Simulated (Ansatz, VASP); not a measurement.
## Two plane-wave programs on Al

```xyz
1
Lattice="0.0000 2.0100 2.0100 2.0100 0.0000 2.0100 2.0100 2.0100 0.0000" Properties=species:S:1:pos:R:3 pbc="T T T"
Al    0.0000    0.0000    0.0000
```

Alike in both runs: task single point; functional LDA; k mesh 8 × 8 × 8; occupations gaussian, width 0.1 eV; no spin polarisation.

|  | VASP | Ansatz |
| --- | --- | --- |
| version | VASP 6.6.1 | Ansatz 0.2.0 |
| potentials or method | VASP PAW LDA potentials, release 64 (Al), cutoff 500 eV | scalar-relativistic, plane waves, PAW |
| valence electrons in the cell | 3 | 3 |

Ansatz gave:

* gap on the k mesh at the Fermi level (eV): none
* pressure (GPa): -2.1

Task: Which values does VASP return?

Result: gap on the k mesh at the Fermi level (eV): none; pressure (GPa): -2.0.

Ansatz warns that its potentials were made for another functional, while VASP's fit it. LDA's correlation is that of Perdew and Zunger in VASP and of Perdew and Wang (1992) in Ansatz. A gap of «none» marks a metal or a gap that the smearing closes.
